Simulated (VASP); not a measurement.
# Al6H in VASP: notebook

Al6H is run at these levels: PBE; tasks: single point.

Program: VASP 6.6.1. These are calculated values, not measurements. Logs are shortened: lines on timing, memory, paths and dates and some standing lists are left out, and cuts for length are marked.

## 1. The cell of the first run

The cell holds a slab with vacuum, 14 atoms: a = 5.714 Å, b = 5.714 Å, c = 22.175 Å, α = 90.00°, β = 90.00°, γ = 90.00°.

## 2. Single point, PBE

File INCAR:

```
SYSTEM = Al6H
  PREC = Accurate
  ENCUT = 520
  EDIFF = 1E-6
  ISMEAR = 0
  SIGMA = 0.1
  LREAL = .FALSE.
  LASPH = .TRUE.
  NELM = 80
  ALGO = Normal
  ISIF = 2
  LWAVE = .FALSE.
  LCHARG = .FALSE.
  LDIPOL = .TRUE.
  IDIPOL = 3
  DIPOL = 0.5 0.5 0.297
  GGA = PE
  NBANDS = 32
```

File KPOINTS:

```
regular mesh
0
G
  5 5 1
  0 0 0
```

File POSCAR:

```
Al6H
1.0
    5.7135165837      0.0000000000      0.0000000000
    0.0000000000      5.7135165837      0.0000000000
    0.0000000000      0.0000000000     22.1746954375
Al H
12 2
Direct
    0.2500000000      0.2500000000      0.1803857921
    0.2500000000      0.7500000000      0.1803857921
    0.7500000000      0.2500000000      0.1803857921
    0.7500000000      0.7500000000      0.1803857921
    0.0000000000      0.0000000000      0.2744050924
    0.0000000000      0.5000000000      0.2744050924
    0.5000000000      0.0000000000      0.2744050924
    0.5000000000      0.5000000000      0.2744050924
    0.2500000000      0.2500000000      0.3686497278
    0.2500000000      0.7500000000      0.3686497278
    0.7500000000      0.2500000000      0.3686497278
    0.7500000000      0.7500000000      0.3686497278
    0.0000000000     -0.0804233248      0.4322357195
    0.0000000000      0.0804233248      0.4322357195
```

Potentials or basis: VASP PAW PBE potentials, release 64 (Al, H).

Started as:

```bash
> cat potpaw_PBE.64/Al/POTCAR potpaw_PBE.64/H/POTCAR > POTCAR
> mpirun -np 1 vasp_std > vasp.out
```

OUTCAR:

```text
SYSTEM = Al6H
   PREC = Accurate
   ENCUT = 520
   EDIFF = 1E-6
   ISMEAR = 0
   LREAL = .FALSE.
   LASPH = .TRUE.
   NELM = 80
   ISIF = 2
   GGA = PE

 ion  position               nearest neighbor table
   1  0.250  0.250  0.180-   2 2.86   3 2.86   2 2.86   3 2.86   7 2.90   8 2.90   5 2.90   6 2.90

   2  0.250  0.750  0.180-   1 2.86   4 2.86   1 2.86   4 2.86   7 2.90   8 2.90   5 2.90   6 2.90

   3  0.750  0.250  0.180-   1 2.86   4 2.86   4 2.86   1 2.86   7 2.90   8 2.90   5 2.90   6 2.90
[... 15 lines left out ...]
  11  0.750  0.250  0.369-   9 2.86  12 2.86  12 2.86   9 2.86   5 2.91   6 2.91   7 2.91   8 2.91

  12  0.750  0.750  0.369-  10 2.86  11 2.86  11 2.86  10 2.86   5 2.91   6 2.91   7 2.91   8 2.91

  13  0.000  0.920  0.432-
  14  0.000  0.080  0.432-

  LATTYP: Found a simple tetragonal cell.
 ALAT       =     5.7135165837
 C/A-ratio  =     3.8810940885

  Lattice vectors:

 A1 = (   5.7135165837,   0.0000000000,   0.0000000000)
 A2 = (   0.0000000000,   5.7135165837,   0.0000000000)
 A3 = (   0.0000000000,   0.0000000000,  22.1746954375)

Analysis of symmetry for initial positions (statically):
=====================================================================
 Subroutine PRICEL returns:
 Original cell was already a primitive cell.

 Routine SETGRP: Setting up the symmetry group for a
 simple tetragonal supercell.

 Subroutine GETGRP returns: Found  4 space group operations
 (whereof  4 operations were pure point group operations)
 out of a pool of 16 trial point group operations.

The static configuration has the point symmetry C_2v.

Analysis of symmetry for dynamics (positions and initial velocities):
=====================================================================
 Subroutine PRICEL returns:
 Original cell was already a primitive cell.

 Routine SETGRP: Setting up the symmetry group for a
 simple tetragonal supercell.

 Subroutine GETGRP returns: Found  4 space group operations
 (whereof  4 operations were pure point group operations)
 out of a pool of 16 trial point group operations.

The dynamic configuration has the point symmetry C_2v.

 Subroutine INISYM returns: Found  4 space group operations
 (whereof  4 operations are pure point group operations),
 and found     1 'primitive' translations

----------------------------------------------------------------------------------------

                                     Primitive cell

  volume of cell :     723.8768

  direct lattice vectors                    reciprocal lattice vectors
     5.713516584  0.000000000  0.000000000     0.175023558  0.000000000  0.000000000
     0.000000000  5.713516584  0.000000000     0.000000000  0.175023558  0.000000000
     0.000000000  0.000000000 22.174695437     0.000000000  0.000000000  0.045096448

  length of vectors
     5.713516584  5.713516584 22.174695437     0.175023558  0.175023558  0.045096448

  position of ions in fractional coordinates (direct lattice)
     0.250000000  0.250000000  0.180385792
     0.250000000  0.750000000  0.180385792
     0.750000000  0.250000000  0.180385792
     0.750000000  0.750000000  0.180385792
     0.000000000  0.000000000  0.274405092
     0.000000000  0.500000000  0.274405092
     0.500000000  0.000000000  0.274405092
     0.500000000  0.500000000  0.274405092
     0.250000000  0.250000000  0.368649728
     0.250000000  0.750000000  0.368649728
     0.750000000  0.250000000  0.368649728
     0.750000000  0.750000000  0.368649728
     0.000000000  0.919576675  0.432235719
     0.000000000  0.080423325  0.432235719

  ion indices of the primitive-cell ions
   primitive index   ion index
                 1           1
                 2           2
                 3           3
                 4           4
                 5           5
                 6           6
                 7           7
                 8           8
                 9           9
                10          10
                11          11
                12          12
                13          13
                14          14

----------------------------------------------------------------------------------------

 KPOINTS: regular mesh

Automatic generation of k-mesh.
 Grid dimensions read from file:
 generate k-points for:    5    5    1

 Generating k-lattice:

  Cartesian coordinates                     Fractional coordinates (reciprocal lattice)
     0.035004712  0.000000000  0.000000000     0.200000000  0.000000000  0.000000000
     0.000000000  0.035004712  0.000000000     0.000000000  0.200000000  0.000000000
     0.000000000  0.000000000  0.045096448     0.000000000  0.000000000  1.000000000

  Length of vectors
     0.035004712  0.035004712  0.045096448

  Shift w.r.t. Gamma in fractional coordinates (k-lattice)
     0.000000000  0.000000000  0.000000000

 Subroutine IBZKPT returns following result:
 ===========================================

 Found      9 irreducible k-points:

 Following reciprocal coordinates:
            Coordinates               Weight
  0.000000  0.000000  0.000000      1.000000
  0.200000  0.000000  0.000000      2.000000
  0.000000  0.200000  0.000000      2.000000
  0.400000  0.000000  0.000000      2.000000
  0.000000  0.400000  0.000000      2.000000
  0.200000  0.200000  0.000000      4.000000
  0.400000  0.200000  0.000000      4.000000
 -0.200000  0.400000  0.000000      4.000000
  0.400000  0.400000  0.000000      4.000000
   k-points           NKPTS =      9   k-points in BZ     NKDIM =      9   number of bands    NBANDS=     32
   number of dos      NEDOS =    301   number of ions     NIONS =     14
   total plane-waves  NPLWV = 296352
   dimension x,y,z NGX =    42 NGY =   42 NGZ =  168
   dimension x,y,z NGXF=    84 NGYF=   84 NGZF=  336
   ions per type =              12   2
   NGX,Y,Z   is equivalent  to a cutoff of  12.22, 12.22, 12.60 a.u.
   NGXF,Y,Z  is equivalent  to a cutoff of  24.44, 24.44, 25.19 a.u.
 SYSTEM =  Al6H
   PREC   = accura    normal or accurate (medium, high low for compatibility)
   ISTART =      0    job   : 0-new  1-cont  2-samecut
   ICHARG =      2    charge: 1-file 2-atom 10-const
   ISPIN  =      1    spin polarized calculation?
   LNONCOLLINEAR =      F non collinear calculations
   LSORBIT =      F    spin-orbit coupling
   LASPH  =      T    aspherical Exc in radial PAW
   ENCUT  =  520.0 eV  38.22 Ry    6.18 a.u.  10.62 10.62 41.23*2*pi/ulx,y,z
   NELM   =     80;   NELMIN=  2; NELMDL= -5     # of ELM steps
   EDIFF  = 0.1E-05   stopping-criterion for ELM
   LREAL  =      F    real-space projection
   EDIFFG = 0.1E-04   stopping-criterion for IOM
   NSW    =      0    number of steps for IOM
   IBRION =     -1    ionic relax: 0-MD 1-quasi-New 2-CG
   NFREE  =      0    steps in history (QN), initial steepest desc. (CG)
   ISIF   =      2    stress and relaxation
   ISYM   =      2    0-nonsym 1-usesym 2-fastsym
   POTIM  = 0.5000    time-step for ionic-motion
   TEBEG  =    0.0;   TEEND  =   0.0 temperature during run
   PSTRESS=    0.0 pullay stress
   NELECT =      38.0000    total number of electrons
   NUPDOWN=      -1.0000    fix difference up-down
   EMIN   =  10.00;   EMAX   =-10.00  energy-range for DOS
   EFERMI =   0.00;   METHOD = LEGACY
   ISMEAR =     0;   SIGMA  =   0.10  broadening in eV -4-tet -1-fermi 0-gaus
   EFERMI_NEDOS =   21; number of points for ismear=-14 and -15
   IALGO  =     38    algorithm
   IMIX   =      4    mixing-type and parameters
     AMIX     =   0.40;   BMIX     =  1.00
     AMIX_MAG =   1.60;   BMIX_MAG =  1.00
  volume/ion in A,a.u.               =      51.71       348.93
  Fermi-wavevector in a.u.,A,eV,Ry     =   0.612982  1.158368  5.112350  0.375747
  Thomas-Fermi vector in A             =   1.669467
   LORBIT       =      0    0 simple, 1 ext, 2 COOP (PROOUT), +10 PAW based schemes
   GGA     = PE    functional components
   LHFCALC =     F    Hartree Fock is set to
   AEXX    =    0.0000 exact exchange contribution
   IVDW    =     0    specifies the selected vdW correction
   LEPSILON=     F    determine dielectric tensor
   LRPA    =     F    only Hartree local field effects (RPA)
 non-spin polarized calculation
 Gauss-broadening in eV      SIGMA  =   0.10
  energy-cutoff  :      520.00
  volume of cell :      723.88
 maximum number of plane-waves:     19525
   NGX = 21   NGY = 21   NGZ = 83

 dipolmoment           0.000000      0.000000      0.015589 electrons x Angstroem

 number of electron      37.9999998 magnetization

 dipolmoment           0.000000      0.000000     -0.020534 electrons x Angstroem

 Free energy of the ion-electron system (eV)
  ---------------------------------------------------
  ext. energy  EPLUGINS =         0.00000000
  ---------------------------------------------------
  free energy    TOTEN  =       -47.17406416 eV

  energy without entropy =      -47.15005947  energy(sigma->0) =      -47.16206182

 E-fermi :  -0.7769     XC(G=0):  -3.7984

 val. band max:       -0.8232158299   @ k =   0.4000   0.4000   0.0000
 cond. band min:      -0.7355477708   @ k =  -0.2000   0.4000   0.0000
 fundamental gap:      0.0876680590
 Fermi energy:        -0.7768996832

 k-point     1 :       0.0000    0.0000    0.0000
  band No.  band energies     occupation
      1     -11.0756      2.00000
      2      -9.5654      2.00000
      3      -7.9763      2.00000
      4      -6.6217      2.00000
      5      -6.5993      2.00000
      6      -6.4688      2.00000
[... 295 lines left out ...]
     30       2.1502      0.00000
     31       2.4802      0.00000
 [bands above 31 left out]

------------------------ aborting loop because EDIFF is reached ----------------------------------------

 vacuum level on the upper side and lower side of the slab       (xc-potential included)        -0.154         0.015

  FORCE on cell =-STRESS in cart. coord.  units (eV):
  Direction    XX          YY          ZZ          XY          YZ          ZX
  --------------------------------------------------------------------------------------
  -------------------------------------------------------------------------------------
  Total       -6.3458632     -7.3673039     -0.7939740      0.0000000      0.0000000      0.0000000
  in kB      -14.0454818    -16.3062658     -1.7573255      0.0000000      0.0000000      0.0000000
  external PRESSURE =     -10.7030244 kB  Pullay stress =       0.0000000 kB

 VOLUME and BASIS-vectors are now :
 -----------------------------------------------------------------------------
  energy-cutoff  :      520.00
  volume of cell :      723.88
      direct lattice vectors                 reciprocal lattice vectors
     5.713516584  0.000000000  0.000000000     0.175023558  0.000000000  0.000000000
     0.000000000  5.713516584  0.000000000     0.000000000  0.175023558  0.000000000
     0.000000000  0.000000000 22.174695437     0.000000000  0.000000000  0.045096448

 POSITION                                       TOTAL-FORCE (eV/Angst)
 -----------------------------------------------------------------------------------
      1.42838      1.42838      4.00000        -0.009912      0.003643      0.049939
      1.42838      4.28514      4.00000        -0.009912     -0.003643      0.049939
      4.28514      1.42838      4.00000         0.009912      0.003643      0.049939
      4.28514      4.28514      4.00000         0.009912     -0.003643      0.049939
      0.00000      0.00000      6.08485         0.000000      0.000000      0.173700
      0.00000      2.85676      6.08485         0.000000      0.000000     -0.031841
      2.85676      0.00000      6.08485         0.000000      0.000000     -0.082340
      2.85676      2.85676      6.08485         0.000000      0.000000      0.042212
      1.42838      1.42838      8.17470         0.277742      0.320392     -0.126049
      1.42838      4.28514      8.17470         0.277742     -0.320392     -0.126049
      4.28514      1.42838      8.17470        -0.277742      0.320392     -0.126049
      4.28514      4.28514      8.17470        -0.277742     -0.320392     -0.126049
      0.00000      5.25402      9.58470         0.000000      0.831663      0.101354
      0.00000      0.45950      9.58470         0.000000     -0.831663      0.101354
 -----------------------------------------------------------------------------------
    total drift:                                0.000000     -0.000000     -0.000006

  FREE ENERGIE OF THE ION-ELECTRON SYSTEM (eV)
  ---------------------------------------------------
  free  energy   TOTEN  =       -47.1740641649 eV

  energy  without entropy=      -47.1500594699  energy(sigma->0) =      -47.16206182

 vacuum level on the upper side and lower side of the slab         3.416         3.532
```

It took 4.9 min on 1 thread of Intel Xeon 6975P-C (Granite Rapids), shared host; peak memory 0.69 GiB.

Results:

- Free energy: -47.1741 eV
- Largest force: 0.838 eV/Å
- Band gap on the k mesh: zero (band 19 reaches -0.19 eV, above the bottom of band 20 at -0.99 eV)

Forces in eV/Å, atoms in the order of the input:
```
Al  -0.010  0.004  0.050
Al  -0.010 -0.004  0.050
Al   0.010  0.004  0.050
Al   0.010 -0.004  0.050
Al   0.000  0.000  0.174
Al   0.000  0.000 -0.032
Al   0.000  0.000 -0.082
Al   0.000  0.000  0.042
Al   0.278  0.320 -0.126
Al   0.278 -0.320 -0.126
Al  -0.278  0.320 -0.126
Al  -0.278 -0.320 -0.126
H    0.000  0.832  0.101
H    0.000 -0.832  0.101
```

(Part 1 of 2 ends here.)
